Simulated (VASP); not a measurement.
Here is a VASP 6.6.1 calculation.

The input INCAR:

```
PREC     = Accurate       # precision mode
ENCUT    = 520            # plane-wave cutoff, eV
EDIFF    = 1E-7           # SCF threshold, eV
ISMEAR   = 1              # smearing method
SIGMA    = 0.03           # smearing width, eV
LREAL    = F              # projectors in reciprocal space
LASPH    = T              # aspherical terms in the spheres
NELM     = 80             # most SCF steps
ALGO     = Normal         # electronic algorithm
ISIF     = 2              # what is computed and relaxed
LWAVE    = F              # write WAVECAR
LCHARG   = T              # write CHGCAR
GGA      = PE             # functional
LELF     = T              # ELF
LVHAR    = T            
NBANDS   = 21             # bands
```

The input KPOINTS:

```
Automatic mesh
0
Gamma
  13 13 7
```

File POSCAR:

```
Ru
1.0
    2.7235595794      0.0000000000      0.0000000000
   -1.3617797897      2.3586717845      0.0000000000
    0.0000000000      0.0000000000      4.2890849607
Ru
2
Direct
    0.3333333333      0.6666666667      0.2500000000
    0.6666666667      0.3333333333      0.7500000000
```

Potentials or basis: VASP PAW PBE potentials, release 64 (Ru_pv).

The run is started by

```console
$ cat potpaw_PBE.64/Ru_pv/POTCAR > POTCAR
$ mpirun -np 1 vasp_std > vasp.out
```

(1) What does it give for the band gap on the k mesh?

(2) What does it give for the pressure?

Answers

(1) zero (band 14 reaches 13.98 eV, above the bottom of band 15 at 11.05 eV).

(2) -0.4 GPa.
